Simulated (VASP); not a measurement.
# Mg (P6_3/mmc) in VASP: further runs, part 2 of 2

VASP 6.6.1. The steps go on from the part before.

## 3. Single point, r2SCAN

Input file POSCAR:

```
Mg
1.0
    3.1891760000      0.0000000000      0.0000000000
   -1.5945880000      2.7619080000      0.0000000000
    0.0000000000      0.0000000000      5.1134100000
Mg
2
Direct
    0.3333330000      0.6666670000      0.2500000000
    0.6666670000      0.3333330000      0.7500000000
```

Input file INCAR.step1:

```
SYSTEM = Mg
PREC = Accurate
ENCUT = 520
ISMEAR = -1
SIGMA = 0.05
LREAL = .FALSE.
LASPH = .TRUE.
NELM = 100
NBANDS = 9
GGA = PE
ALGO = Normal
EDIFF = 1E-4
LWAVE = .TRUE.
LCHARG = .FALSE.
```

Input file INCAR.step2:

```
SYSTEM = Mg
PREC = Accurate
ENCUT = 520
EDIFF = 1E-6
ISMEAR = -1
SIGMA = 0.05
LREAL = .FALSE.
LASPH = .TRUE.
NELM = 100
ALGO = Normal
ISIF = 2
LWAVE = .FALSE.
LCHARG = .FALSE.
METAGGA = R2SCAN
LMIXTAU = .TRUE.
NBANDS = 9
ISTART = 1
```

Input file KPOINTS:

```
regular mesh
0
G
  9 9 5
  0 0 0
```

Potentials or basis: VASP PAW PBE potentials, release 64 (Mg).

Launch:

```bash
cat potpaw_PBE.64/Mg/POTCAR > POTCAR
cp INCAR.step1 INCAR
mpirun -np 1 vasp_std > vasp.out
cp INCAR.step2 INCAR
mpirun -np 1 vasp_std > vasp.out
```

OUTCAR:

```text
SYSTEM = Mg
   PREC = Accurate
   ENCUT = 520
   EDIFF = 1E-6
   ISMEAR = -1
   LREAL = .FALSE.
   LASPH = .TRUE.
   NELM = 100
   ISIF = 2
   METAGGA = R2SCAN
   ISTART = 1

 ion  position               nearest neighbor table
   1  0.333  0.667  0.250-   2 3.15   2 3.15   2 3.15   2 3.15   2 3.15   2 3.15
   2  0.667  0.333  0.750-   1 3.15   1 3.15   1 3.15   1 3.15   1 3.15   1 3.15

  LATTYP: Found a hexagonal cell.
 ALAT       =     3.1891760000
 C/A-ratio  =     1.6033640037

  Lattice vectors:

 A1 = (   3.1891760000,   0.0000000000,   0.0000000000)
 A2 = (  -1.5945880000,   2.7619080000,   0.0000000000)
 A3 = (   0.0000000000,   0.0000000000,   5.1134100000)

Analysis of symmetry for initial positions (statically):
=====================================================================
 Subroutine PRICEL returns:
 Original cell was already a primitive cell.

 Routine SETGRP: Setting up the symmetry group for a
 hexagonal supercell.

 Subroutine GETGRP returns: Found 24 space group operations
 (whereof 12 operations were pure point group operations)
 out of a pool of 24 trial point group operations.

The static configuration has the point symmetry D_3d.
 The point group associated with its full space group is D_6h.

Analysis of symmetry for dynamics (positions and initial velocities):
=====================================================================
 Subroutine PRICEL returns:
 Original cell was already a primitive cell.

 Routine SETGRP: Setting up the symmetry group for a
 hexagonal supercell.

 Subroutine GETGRP returns: Found 24 space group operations
 (whereof 12 operations were pure point group operations)
 out of a pool of 24 trial point group operations.

The dynamic configuration has the point symmetry D_3d.
 The point group associated with its full space group is D_6h.

 Subroutine INISYM returns: Found 24 space group operations
 (whereof 12 operations are pure point group operations),
 and found     1 'primitive' translations

----------------------------------------------------------------------------------------

                                     Primitive cell

  volume of cell :      45.0400

  direct lattice vectors                    reciprocal lattice vectors
     3.189176000  0.000000000  0.000000000     0.313560619  0.181034271  0.000000000
    -1.594588000  2.761908000  0.000000000     0.000000000  0.362068541  0.000000000
     0.000000000  0.000000000  5.113410000     0.000000000  0.000000000  0.195564213

  length of vectors
     3.189176000  3.189176491  5.113410000     0.362068597  0.362068541  0.195564213

  position of ions in fractional coordinates (direct lattice)
     0.333333000  0.666667000  0.250000000
     0.666667000  0.333333000  0.750000000

  ion indices of the primitive-cell ions
   primitive index   ion index
                 1           1
                 2           2

----------------------------------------------------------------------------------------

 KPOINTS: regular mesh

Automatic generation of k-mesh.
 Grid dimensions read from file:
 generate k-points for:    9    9    5

 Generating k-lattice:

  Cartesian coordinates                     Fractional coordinates (reciprocal lattice)
     0.034840069  0.020114919  0.000000000     0.111111111  0.000000000  0.000000000
     0.000000000  0.040229838  0.000000000     0.000000000  0.111111111  0.000000000
     0.000000000  0.000000000  0.039112843     0.000000000  0.000000000  0.200000000

  Length of vectors
     0.040229844  0.040229838  0.039112843

  Shift w.r.t. Gamma in fractional coordinates (k-lattice)
     0.000000000  0.000000000  0.000000000

 Subroutine IBZKPT returns following result:
 ===========================================

 Found     36 irreducible k-points:

 Following reciprocal coordinates:
            Coordinates               Weight
  0.000000  0.000000  0.000000      1.000000
  0.111111 -0.000000  0.000000      6.000000
  0.222222  0.000000  0.000000      6.000000
  0.333333  0.000000  0.000000      6.000000
  0.444444  0.000000  0.000000      6.000000
  0.111111  0.111111  0.000000      6.000000
[... 16 lines left out ...]
  0.333333  0.222222  0.200000     24.000000
  0.333333  0.333333  0.200000      4.000000
 [... further k-points ...]
   k-points           NKPTS =     36   k-points in BZ     NKDIM =     36   number of bands    NBANDS=      9
   number of dos      NEDOS =    301   number of ions     NIONS =      2
   total plane-waves  NPLWV =  23040
   dimension x,y,z NGX =    24 NGY =   24 NGZ =   40
   dimension x,y,z NGXF=    48 NGYF=   48 NGZF=   80
   ions per type =               2
   NGX,Y,Z   is equivalent  to a cutoff of  12.51, 12.51, 13.00 a.u.
   NGXF,Y,Z  is equivalent  to a cutoff of  25.02, 25.02, 26.01 a.u.
 SYSTEM =  Mg
   PREC   = accura    normal or accurate (medium, high low for compatibility)
   ISTART =      1    job   : 0-new  1-cont  2-samecut
   ICHARG =      0    charge: 1-file 2-atom 10-const
   ISPIN  =      1    spin polarized calculation?
   LNONCOLLINEAR =      F non collinear calculations
   LSORBIT =      F    spin-orbit coupling
   LASPH  =      T    aspherical Exc in radial PAW
   ENCUT  =  520.0 eV  38.22 Ry    6.18 a.u.   5.93  5.93  9.51*2*pi/ulx,y,z
   NELM   =    100;   NELMIN=  2; NELMDL=  0     # of ELM steps
   EDIFF  = 0.1E-05   stopping-criterion for ELM
   LREAL  =      F    real-space projection
   EDIFFG = 0.1E-04   stopping-criterion for IOM
   NSW    =      0    number of steps for IOM
   IBRION =     -1    ionic relax: 0-MD 1-quasi-New 2-CG
   NFREE  =      0    steps in history (QN), initial steepest desc. (CG)
   ISIF   =      2    stress and relaxation
   ISYM   =      2    0-nonsym 1-usesym 2-fastsym
   POTIM  = 0.5000    time-step for ionic-motion
   TEBEG  =    0.0;   TEEND  =   0.0 temperature during run
   PSTRESS=    0.0 pullay stress
   NELECT =       4.0000    total number of electrons
   NUPDOWN=      -1.0000    fix difference up-down
   EMIN   =  10.00;   EMAX   =-10.00  energy-range for DOS
   EFERMI =   0.00;   METHOD = LEGACY
   ISMEAR =    -1;   SIGMA  =   0.05  broadening in eV -4-tet -1-fermi 0-gaus
   EFERMI_NEDOS =   21; number of points for ismear=-14 and -15
   IALGO  =     38    algorithm
   IMIX   =      4    mixing-type and parameters
     AMIX     =   0.40;   BMIX     =  1.00
     AMIX_MAG =   1.60;   BMIX_MAG =  1.00
  volume/ion in A,a.u.               =      22.52       151.97
  Fermi-wavevector in a.u.,A,eV,Ry     =   0.730402  1.380260  7.258536  0.533487
  Thomas-Fermi vector in A             =   1.822363
   LORBIT       =      0    0 simple, 1 ext, 2 COOP (PROOUT), +10 PAW based schemes
   METAGGA = R2SCAN    functional components
   LHFCALC =     F    Hartree Fock is set to
   AEXX    =    0.0000 exact exchange contribution
   IVDW    =     0    specifies the selected vdW correction
   LEPSILON=     F    determine dielectric tensor
   LRPA    =     F    only Hartree local field effects (RPA)
 non-spin polarized calculation
  energy-cutoff  :      520.00
  volume of cell :       45.04
 maximum number of plane-waves:      1230
 NGX is ok and might be reduce to    24
   NGX = 11   NGY = 11   NGZ = 19

 number of electron       4.0000000 magnetization

 Free energy of the ion-electron system (eV)
  ---------------------------------------------------
  ext. energy  EPLUGINS =         0.00000000
  ---------------------------------------------------
  free energy    TOTEN  =        -8.29192468 eV

  energy without entropy =       -8.28532054  energy(sigma->0) =       -8.28862261

 E-fermi :   2.6928     XC(G=0):  -9.1009

 val. band max:        2.6285579078   @ k =   0.2222   0.0000   0.0000
 cond. band min:       2.7027573378   @ k =   0.4444   0.0000   0.4000
 fundamental gap:      0.0741994300
 Fermi energy:         2.6928334634

 k-point     1 :       0.0000    0.0000    0.0000
  band No.  band energies     occupation
      1      -4.7268      2.00000
      2       0.8818      2.00000
      3       1.6745      2.00000
      4      14.4229      0.00000
      5      14.4230      0.00000
      6      14.5882      0.00000
      7      14.5882      0.00000
      8      15.5179      0.00000
      9      17.2526      0.00000
[... 265 lines left out ...]
 k-point    24 :       0.3333    0.3333    0.2000
  band No.  band energies     occupation
      1       2.1227      1.99998
      2       2.2938      1.99932
      3       2.2938      1.99932
      4       5.5782      0.00000
      5       6.0895      0.00000
      6       6.0895      0.00000
      7      10.2165      0.00000
      8      11.1393      0.00000
      9      11.1393      0.00000

 [... further k-points ...]
[... 5 lines left out ...]
  --------------------------------------------------------------------------------------
  -------------------------------------------------------------------------------------
  Total       -0.1996775     -0.1996775      0.2612974      0.0000000      0.0000000      0.0000000
  in kB       -7.1029915     -7.1029945      9.2949573      0.0000000      0.0000000      0.0000000
  external PRESSURE =      -1.6370096 kB  Pullay stress =       0.0000000 kB

 VOLUME and BASIS-vectors are now :
 -----------------------------------------------------------------------------
  energy-cutoff  :      520.00
  volume of cell :       45.04
      direct lattice vectors                 reciprocal lattice vectors
     3.189176000  0.000000000  0.000000000     0.313560619  0.181034271  0.000000000
    -1.594588000  2.761908000  0.000000000     0.000000000  0.362068541  0.000000000
     0.000000000  0.000000000  5.113410000     0.000000000  0.000000000  0.195564213

 POSITION                                       TOTAL-FORCE (eV/Angst)
 -----------------------------------------------------------------------------------
     -0.00000      1.84127      1.27835        -0.000000      0.000000      0.000000
      1.59459      0.92064      3.83506         0.000000     -0.000000      0.000000
 -----------------------------------------------------------------------------------
    total drift:                               -0.000002      0.000001     -0.000003

  FREE ENERGIE OF THE ION-ELECTRON SYSTEM (eV)
  ---------------------------------------------------
  free  energy   TOTEN  =        -8.2919246754 eV

  energy  without entropy=       -8.2853205374  energy(sigma->0) =       -8.28862261
```

OUTCAR.step1:

```text
SYSTEM = Mg
   PREC = Accurate
   ENCUT = 520
   ISMEAR = -1
   LREAL = .FALSE.
   LASPH = .TRUE.
[... 512 lines left out ...]
     -0.00000      1.84127      1.27835         0.000000      0.000000      0.000000
      1.59459      0.92064      3.83506        -0.000000     -0.000000      0.000000
 -----------------------------------------------------------------------------------
    total drift:                               -0.000001      0.000001     -0.000003

  FREE ENERGIE OF THE ION-ELECTRON SYSTEM (eV)
  ---------------------------------------------------
  free  energy   TOTEN  =        -3.0073593411 eV

  energy  without entropy=       -2.9999851229  energy(sigma->0) =       -3.00367223
```

Run time: 22 s. Hardware: 1 thread of Intel Xeon Platinum 8488C (Sapphire Rapids), shared host; peak memory 0.17 GiB.

Results:

```
Free energy            : -8.2919 eV
Pressure               : -0.2 GPa
Band gap on the k mesh : zero (bands 2 and 3 overlap by 2.09 eV)
```

Stress tensor (GPa, compression positive):
```
-0.71  0.00  0.00
 0.00 -0.71  0.00
 0.00  0.00  0.93
```

Caveat: the PAW data sets were made with another functional, which shifts forces and pressure a little.

## 4. Single point, HSE06

POSCAR is that of step 3.

Input file INCAR.step1:

```
ALGO = Normal
EDIFF = 1E-5
ENCUT = 520
GGA = PE
ISIF = 2
ISMEAR = -1
LASPH = T
LCHARG = F
LREAL = F
LWAVE = T
NBANDS = 9
NELM = 80
PREC = Accurate
SIGMA = 0.05
```

Input file INCAR.step2:

```
ALGO = Normal
EDIFF = 1E-7
ENCUT = 520
GGA = PE
HFSCREEN = 0.2079
ISIF = 2
ISMEAR = -1
ISTART = 1
LASPH = T
LCHARG = F
LHFCALC = T
LREAL = F
LWAVE = F
NBANDS = 9
NELM = 80
PREC = Accurate
PRECFOCK = Normal
SIGMA = 0.05
```

Input file KPOINTS:

```
k-points
0
Gamma
  9 9 5
```

Launch:

```bash
cat potpaw_PBE.64/Mg/POTCAR > POTCAR
cp INCAR.step1 INCAR
mpirun -np 1 vasp_std > vasp.out
cp INCAR.step2 INCAR
mpirun -np 1 vasp_std > vasp.out
```

Wall time 17 min (1 thread of Intel Xeon Platinum 8488C (Sapphire Rapids), shared host); peak memory 0.29 GiB.

The run converged. Its results:

```
Free energy            : -3.0496 eV
Pressure               : 0.4 GPa
Band gap on the k mesh : zero (bands 2 and 3 overlap by 2.40 eV)
```

Stress tensor (GPa, compression positive):
```
-0.08  0.00  0.00
 0.00 -0.08  0.00
 0.00  0.00  1.42
```

Levels at points of the mesh, in eV from the Fermi level:
```csv
k point,band 1,band 2,band 3,band 4,band 5,band 6,band 7
"(0.00, 0.00, 0.00)",-8.08,-1.90,-1.21,11.75,11.75,11.91,11.91
```

Caveat: the PAW data sets were made with another functional, which shifts forces and pressure a little.

## 5. Overview

| level | grid for exact exchange (PRECFOCK) | share of exact exchange | screening parameter | gap on the mesh (eV) | pressure (GPa) |
| --- | --- | --- | --- | --- | --- |
| PBEsol | - | - | - | none | 0.0 |
| r2SCAN | - | - | - | none | -0.2 |
| HSE06 | Normal | 0.25 | 0.2079 1/Å | none | 0.4 |

Alike in all rows: task single point; potentials or basis VASP PAW PBE potentials, release 64 (Mg); no spin polarisation; cell as given; k mesh 9 × 9 × 5; cutoff (eV) 520; smearing fermi-dirac 0.05 eV.

The pressure there spans -0.2 GPa (r2SCAN) to 0.4 GPa (HSE06); a positive pressure means that this level wants a larger cell, a negative one a smaller.

Caveats: the PAW data sets were made with another functional, which shifts forces and pressure a little.

Absolute energies hang on the potentials; compare differences alone.
